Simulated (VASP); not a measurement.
# Cs (I4/mmm) in VASP: notebook

Cs is run at these levels: PBEsol+D3(BJ), BLYP+D3(BJ), PBEsol; tasks: relaxation of cell and atoms.

All numbers are computed with VASP 6.6.1; they aren't measurements. Logs are shortened: lines on timing, memory, paths and dates and some standing lists are left out, and cuts for length are marked.

**1. The cell of the first run**

Symmetry: I4/mmm, No. 139, tetragonal system. The conventional cell has a = 5.500 Å, b = 5.500 Å, c = 8.194 Å, α = 90.00°, β = 90.00°, γ = 90.00°.

**2. Relaxation of cell and atoms, PBEsol+D3(BJ)**

INCAR

```
PREC = Accurate
ENCUT = 500
EDIFF = 1E-7
ISMEAR = 1
SIGMA = 0.15
LREAL = F
LASPH = T
NELM = 120
ALGO = Normal
ISIF = 3
LWAVE = F
LCHARG = F
GGA = PS
IVDW = 12
IBRION = 2
NSW = 80
EDIFFG = -0.01
GGA_COMPAT = F
NELMIN = 4
```

KPOINTS

```
Automatic mesh
0
Gamma
  7 7 7
```

POSCAR

```
Cs
1.0
   -2.7500750000      2.7500750000      4.0972400000
    2.7500750000     -2.7500750000      4.0972400000
    2.7500750000      2.7500750000     -4.0972400000
Cs
1
Direct
    0.0000000000      0.0000000000      0.0000000000
```

Potentials or basis: VASP PAW PBE potentials, release 64 (Cs_sv).

The run is started by

```sh
$ cat potpaw_PBE.64/Cs_sv/POTCAR > POTCAR
$ mpirun -np 1 vasp_std > vasp.out
```

OUTCAR:

```text
PREC = Accurate
   ENCUT = 500
   EDIFF = 1E-7
   ISMEAR = 1
   LREAL = F
   LASPH = T
   NELM = 120
   ISIF = 3
   GGA = PS
   IVDW = 12
   IBRION = 2
   NSW = 80
   EDIFFG = -0.01
   NELMIN = 4
 IVDW          = 12

 ion  position               nearest neighbor table
   1  0.000  0.000  0.000-

  LATTYP: Found a body centered tetragonal cell.
 ALAT       =     5.5001500000
 C/A-ratio  =     1.4898648219

  Lattice vectors:

 A1 = (  -2.7500750000,   2.7500750000,   4.0972400000)
 A2 = (   2.7500750000,  -2.7500750000,   4.0972400000)
 A3 = (   2.7500750000,   2.7500750000,  -4.0972400000)

Analysis of symmetry for initial positions (statically):
=====================================================================
 Subroutine PRICEL returns:
 Original cell was already a primitive cell.

 Routine SETGRP: Setting up the symmetry group for a
 body centered tetragonal supercell.

 Subroutine GETGRP returns: Found 16 space group operations
 (whereof 16 operations were pure point group operations)
 out of a pool of 16 trial point group operations.

The static configuration has the point symmetry D_4h.

Analysis of symmetry for dynamics (positions and initial velocities):
=====================================================================
 Subroutine PRICEL returns:
 Original cell was already a primitive cell.

 Routine SETGRP: Setting up the symmetry group for a
 body centered tetragonal supercell.

 Subroutine GETGRP returns: Found 16 space group operations
 (whereof 16 operations were pure point group operations)
 out of a pool of 16 trial point group operations.

The dynamic configuration has the point symmetry D_4h.

 Subroutine INISYM returns: Found 16 space group operations
 (whereof 16 operations are pure point group operations),
 and found     1 'primitive' translations

----------------------------------------------------------------------------------------

                                     Primitive cell

  volume of cell :     123.9483

  direct lattice vectors                    reciprocal lattice vectors
    -2.750075000  2.750075000  4.097240000     0.000000000  0.181813223  0.122033369
     2.750075000 -2.750075000  4.097240000     0.181813223  0.000000000  0.122033369
     2.750075000  2.750075000 -4.097240000     0.181813223  0.181813223  0.000000000

  length of vectors
     5.649176987  5.649176987  5.649176987     0.218970754  0.218970754  0.257122726

  position of ions in fractional coordinates (direct lattice)
     0.000000000  0.000000000  0.000000000

  ion indices of the primitive-cell ions
   primitive index   ion index
                 1           1

----------------------------------------------------------------------------------------

 KPOINTS: Automatic mesh

Automatic generation of k-mesh.
 Grid dimensions read from file:
 generate k-points for:    7    7    7

 Generating k-lattice:

  Cartesian coordinates                     Fractional coordinates (reciprocal lattice)
     0.000000000  0.025973318  0.017433338     0.142857143 -0.000000000  0.000000000
     0.025973318  0.000000000  0.017433338    -0.000000000  0.142857143  0.000000000
     0.025973318  0.025973318  0.000000000     0.000000000  0.000000000  0.142857143

  Length of vectors
     0.031281536  0.031281536  0.036731818

  Shift w.r.t. Gamma in fractional coordinates (k-lattice)
     0.000000000  0.000000000  0.000000000

 Subroutine IBZKPT returns following result:
 ===========================================

 Found     40 irreducible k-points:

 Following reciprocal coordinates:
            Coordinates               Weight
  0.000000  0.000000  0.000000      1.000000
  0.142857 -0.000000  0.000000      8.000000
  0.285714 -0.000000  0.000000      8.000000
  0.428571 -0.000000  0.000000      8.000000
  0.142857  0.142857  0.000000      8.000000
  0.285714  0.142857  0.000000     16.000000
[... 16 lines left out ...]
 -0.142857  0.285714  0.142857      8.000000
 -0.428571  0.428571  0.142857      8.000000
 [... further k-points ...]
   k-points           NKPTS =     40   k-points in BZ     NKDIM =     40   number of bands    NBANDS=      8
   number of dos      NEDOS =    301   number of ions     NIONS =      1
   total plane-waves  NPLWV =  74088
   dimension x,y,z NGX =    42 NGY =   42 NGZ =   42
   dimension x,y,z NGXF=    84 NGYF=   84 NGZF=   84
   ions per type =               1
   NGX,Y,Z   is equivalent  to a cutoff of  12.36, 12.36, 12.36 a.u.
   NGXF,Y,Z  is equivalent  to a cutoff of  24.72, 24.72, 24.72 a.u.
 SYSTEM =  unknown system
   PREC   = accura    normal or accurate (medium, high low for compatibility)
   ISTART =      0    job   : 0-new  1-cont  2-samecut
   ICHARG =      2    charge: 1-file 2-atom 10-const
   ISPIN  =      1    spin polarized calculation?
   LNONCOLLINEAR =      F non collinear calculations
   LSORBIT =      F    spin-orbit coupling
   LASPH  =      T    aspherical Exc in radial PAW
   ENCUT  =  500.0 eV  36.75 Ry    6.06 a.u.  10.30 10.30 10.30*2*pi/ulx,y,z
   NELM   =    120;   NELMIN=  4; NELMDL= -5     # of ELM steps
   EDIFF  = 0.1E-06   stopping-criterion for ELM
   LREAL  =      F    real-space projection
   EDIFFG = -.1E-01   stopping-criterion for IOM
   NSW    =     80    number of steps for IOM
   IBRION =      2    ionic relax: 0-MD 1-quasi-New 2-CG
   NFREE  =      1    steps in history (QN), initial steepest desc. (CG)
   ISIF   =      3    stress and relaxation
   ISYM   =      2    0-nonsym 1-usesym 2-fastsym
   POTIM  = 0.5000    time-step for ionic-motion
   TEBEG  =    0.0;   TEEND  =   0.0 temperature during run
   PSTRESS=    0.0 pullay stress
   NELECT =       9.0000    total number of electrons
   NUPDOWN=      -1.0000    fix difference up-down
   EMIN   =  10.00;   EMAX   =-10.00  energy-range for DOS
   EFERMI =   0.00;   METHOD = LEGACY
   ISMEAR =     1;   SIGMA  =   0.15  broadening in eV -4-tet -1-fermi 0-gaus
   EFERMI_NEDOS =   21; number of points for ismear=-14 and -15
   IALGO  =     38    algorithm
   IMIX   =      4    mixing-type and parameters
     AMIX     =   0.40;   BMIX     =  1.00
     AMIX_MAG =   1.60;   BMIX_MAG =  1.00
  volume/ion in A,a.u.               =     123.95       836.44
  Fermi-wavevector in a.u.,A,eV,Ry     =   0.682981  1.290648  6.346622  0.466464
  Thomas-Fermi vector in A             =   1.762213
   LORBIT       =      0    0 simple, 1 ext, 2 COOP (PROOUT), +10 PAW based schemes
   GGA     = PS    functional components
   LHFCALC =     F    Hartree Fock is set to
   AEXX    =    0.0000 exact exchange contribution
   IVDW    =    12    specifies the selected vdW correction
   LEPSILON=     F    determine dielectric tensor
   LRPA    =     F    only Hartree local field effects (RPA)
 conjugate gradient relaxation of ions
 non-spin polarized calculation
 Methfessel and Paxton  Order N= 1 SIGMA  =   0.15
  energy-cutoff  :      500.00
  volume of cell :      123.95
 maximum number of plane-waves:      3162
 NGX is ok and might be reduce to    42
   NGX = 21   NGY = 21   NGZ = 21

--------------------------------------- Ionic step        1  -------------------------------------------

 number of electron       9.0000001 magnetization

 Free energy of the ion-electron system (eV)
  ---------------------------------------------------
  ext. energy  EPLUGINS =         0.00000000
  ---------------------------------------------------
  free energy    TOTEN  =        -0.93709546 eV

  energy without entropy =       -0.94010908  energy(sigma->0) =       -0.93810000

------------------------ aborting loop because EDIFF is reached ----------------------------------------

 Edisp (eV)   -0.10497

 E8    (eV) :    -0.0840

  FORCE on cell =-STRESS in cart. coord.  units (eV):
  Direction    XX          YY          ZZ          XY          YZ          ZX
  --------------------------------------------------------------------------------------
  -------------------------------------------------------------------------------------
  Total      -0.26187    -0.26187    -0.31759     0.00000     0.00000     0.00000
  in kB      -3.38500    -3.38500    -4.10519     0.00000     0.00000     0.00000
  external pressure =       -3.63 kB  Pullay stress =        0.00 kB

 VOLUME and BASIS-vectors are now :
 -----------------------------------------------------------------------------
  energy-cutoff  :      500.00
  volume of cell :      123.95
      direct lattice vectors                 reciprocal lattice vectors
    -2.750075000  2.750075000  4.097240000     0.000000000  0.181813223  0.122033369
     2.750075000 -2.750075000  4.097240000     0.181813223  0.000000000  0.122033369
     2.750075000  2.750075000 -4.097240000     0.181813223  0.181813223  0.000000000
[... 274 lines left out ...]
 POSITION                                       TOTAL-FORCE (eV/Angst)
 -----------------------------------------------------------------------------------
      0.00000      0.00000      0.00000         0.000000      0.000000      0.000000
 -----------------------------------------------------------------------------------
    total drift:                                0.000000     -0.000000      0.000000

  FREE ENERGIE OF THE ION-ELECTRON SYSTEM (eV)
  ---------------------------------------------------
  free  energy   TOTEN  =        -1.0766612127 eV

  energy  without entropy=       -1.0794040275  energy(sigma->0) =       -1.07757548

--------------------------------------- Ionic step        9  -------------------------------------------

 number of electron       9.0000000 magnetization

 Free energy of the ion-electron system (eV)
  ---------------------------------------------------
  ext. energy  EPLUGINS =         0.00000000
  ---------------------------------------------------
  free energy    TOTEN  =        -0.94518324 eV

  energy without entropy =       -0.94799223  energy(sigma->0) =       -0.94611957

 E-fermi :   0.7949     XC(G=0):  -5.8890

 val. band max:        0.6666461636   @ k =  -0.4286   0.2857   0.0000
 cond. band min:       0.8259604037   @ k =  -0.4286  -0.4286   0.4286
 fundamental gap:      0.1593142401
 Fermi energy:         0.7949213134

 k-point     1 :       0.0000    0.0000    0.0000
  band No.  band energies     occupation
      1     -22.9951      2.00000
      2      -9.6851      2.00000
      3      -9.6850      2.00000
      4      -9.6850      2.00000
      5      -1.0718      2.00000
      6       3.2996     -0.00000
      7       3.3084     -0.00000
      8       3.3084     -0.00000

 k-point     2 :       0.1429   -0.0000    0.0000
  band No.  band energies     occupation
      1     -22.9927      2.00000
      2      -9.7301      2.00000
      3      -9.6909      2.00000
      4      -9.6907      2.00000
      5      -0.8255      2.00000
      6       2.9070     -0.00000
      7       3.4009     -0.00000
      8       3.4080     -0.00000
[... 221 lines left out ...]
 k-point    23 :      -0.1429    0.2857    0.1429
  band No.  band energies     occupation
      1     -22.9844      2.00000
      2      -9.8532      2.00000
      3      -9.7428      2.00000
      4      -9.7074      2.00000
      5       0.2712      2.00001
      6       2.1062     -0.00000
      7       2.8264     -0.00000
      8       3.4698     -0.00000

 k-point    24 :      -0.4286    0.4286    0.1429
  band No.  band energies     occupation
      1     -22.9790      2.00000
      2      -9.8717      2.00000
      3      -9.7877      2.00000
      4      -9.7624      2.00000
      5       1.1097     -0.01149
      6       1.8657     -0.00000
      7       2.2368     -0.00000
      8       3.8200      0.00000

 [... further k-points ...]

------------------------ aborting loop because EDIFF is reached ----------------------------------------

 Edisp (eV)   -0.13163

 E8    (eV) :    -0.1052

  FORCE on cell =-STRESS in cart. coord.  units (eV):
  Direction    XX          YY          ZZ          XY          YZ          ZX
  --------------------------------------------------------------------------------------
  -------------------------------------------------------------------------------------
  Total       0.00111     0.00111     0.00070     0.00000    -0.00000     0.00000
  in kB       0.01798     0.01798     0.01131     0.00000    -0.00000     0.00000
  external pressure =        0.02 kB  Pullay stress =        0.00 kB

 VOLUME and BASIS-vectors are now :
 -----------------------------------------------------------------------------
  energy-cutoff  :      500.00
  volume of cell :       98.79
      direct lattice vectors                 reciprocal lattice vectors
    -2.592443760  2.592443760  3.674952804     0.000000000  0.192868215  0.136056169
     2.592443760 -2.592443760  3.674952804     0.192868215  0.000000000  0.136056169
     2.592443760  2.592443760 -3.674952804     0.192868215  0.192868215  0.000000000

 POSITION                                       TOTAL-FORCE (eV/Angst)
 -----------------------------------------------------------------------------------
      2.59244      2.59244      3.67495         0.000000      0.000000      0.000000
 -----------------------------------------------------------------------------------
    total drift:                               -0.000000     -0.000000      0.000000

  FREE ENERGIE OF THE ION-ELECTRON SYSTEM (eV)
  ---------------------------------------------------
  free  energy   TOTEN  =        -1.0768087005 eV

  energy  without entropy=       -1.0796176861  energy(sigma->0) =       -1.07774503

 reached required accuracy - stopping structural energy minimisation
```

Run time: 2 min. Hardware: 1 thread of AMD EPYC 9R45 (Zen 5), shared host; peak memory 0.26 GiB.

What came out:

- Free energy: -1.0768 eV
- Relaxed volume: 98.79 Å³/atom
- Relaxed cell: a = 5.191 Å, b = 5.191 Å, c = 5.191 Å, α = 120.08°, β = 120.08°, γ = 89.86°
- Space group after relaxing (to 0.1 Å): Fm-3m (No. 225)
- Energy gained by relaxing: 34.7 meV/atom
- Ionic steps: 9
- Pressure after relaxing: 0.0 GPa
- Band gap on the k mesh: zero (an odd number of electrons rules out a gap without spin polarisation)
- Dispersion energy per atom: -0.132 eV

The path:
```
step  energy change (eV)  largest force (eV/Å)  pressure (GPa)  volume (Å³)
   1              0.0000                0.0000           -0.36       123.95
   2             -0.0107                0.0000           -0.32       118.98
   3             -0.0313                0.0000           -0.14       105.27
   4             -0.0029                0.0000            0.65        81.08
   5             -0.0343                0.0000           -0.02        99.67
   6             -0.0343                0.0000            0.00        98.68
   7             -0.0344                0.0000            0.00        98.70
   8             -0.0346                0.0000            0.01        98.74
   9             -0.0347                0.0000            0.00        98.79
```

Final structure:
```
CELL_PARAMETERS angstrom
-2.59244 2.59244 3.67495
2.59244 -2.59244 3.67495
2.59244 2.59244 -3.67495
ATOMIC_POSITIONS crystal
Cs 0.00000 0.00000 0.00000
```

Levels at points of the mesh, in eV from the Fermi level:
| k point | band 3 | band 4 | band 5 | band 6 | band 7 | band 8 |
| --- | --- | --- | --- | --- | --- | --- |
| (0.00, 0.00, 0.00) | -10.48 | -10.48 | -1.87 | 2.50 | 2.51 | 2.51 |

Caveat: the volume moved by over 15 % at a fixed basis, so the end points are rough; the PAW data sets were made with another functional, which shifts forces and pressure a little; spin-orbit coupling is left out, which moves the levels of the heavy elements.

(Continued in part 2 of 2.)
